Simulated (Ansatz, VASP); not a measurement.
CsPbCl3 in VASP and in Ansatz

Contents of INCAR:

```
  PREC = Accurate
  ENCUT = 520
  EDIFF = 1E-7
  ISMEAR = 0
  SIGMA = 0.05
  LREAL = F
  LASPH = T
  NELM = 100
  ALGO = Normal
  ISIF = 2
  LWAVE = F
  LCHARG = F
  GGA = PE
  NBANDS = 30
```

File KPOINTS:

```
Automatic mesh
0
Gamma
  6 6 6
```

POSCAR

```
CsPbCl3
1.0
    5.8151875000      0.0000000000      0.0000000000
    0.0000000000      5.3948125000      0.0000000000
    0.0000000000      0.0000000000      5.6050000000
Cs Pb Cl
1 1 3
Direct
    0.0000000000      0.0000000000      0.0000000000
    0.5000000000      0.5000000000      0.5000000000
    0.0000000000      0.5000000000      0.5000000000
    0.5000000000      0.0000000000      0.5000000000
    0.5000000000      0.5000000000      0.0000000000
```

Input for Ansatz:

```yaml
crystal:
  lattice:
    - [5.8151875, 0.0, 0.0]
    - [0.0, 5.3948125, 0.0]
    - [0.0, 0.0, 5.605]
  atoms:
    - { symbol: Cs, position: [0.0, 0.0, 0.0] }
    - { symbol: Pb, position: [0.5, 0.5, 0.5] }
    - { symbol: Cl, position: [0.0, 0.5, 0.5] }
    - { symbol: Cl, position: [0.5, 0.0, 0.5] }
    - { symbol: Cl, position: [0.5, 0.5, 0.0] }
basis:
  ecutwfc: 420
kpoints:
  mp_grid: { grid: [6, 6, 6] }
hamiltonian:
  xc: pbe
scf:
  occupations: { method: gaussian, width: 0.05 }
output:
  forces: true
  stress: true
  eigenvalues: true
```

Change from the starting cell: strain +0.0375 x Voigt [1, -1, 0, 0, 0, 0], atoms carried along.

Alike in both runs: task single point; functional PBE; k mesh 6 × 6 × 6; occupations gaussian, width 0.05 eV; no spin polarisation.

```csv
,VASP,Ansatz
version,VASP 6.6.1,Ansatz 0.2.0
potentials or method,"VASP PAW PBE potentials, release 64 (Cs_sv, Pb_d, Cl), cutoff 520 eV","scalar-relativistic, plane waves, PAW"
valence electrons in the cell,44,44
```

```csv
,VASP,Ansatz,Ansatz less VASP
gap on the k mesh at the Fermi level (eV),1.61,1.60,-0.008
least direct gap on the mesh (eV),1.61,1.60,-0.008
pressure (GPa),2.0,2.1,+0.05
"traceless stress, the component that is largest in VASP (GPa)",2.27,2.27,0.000
```

Neither program's run includes spin-orbit coupling.
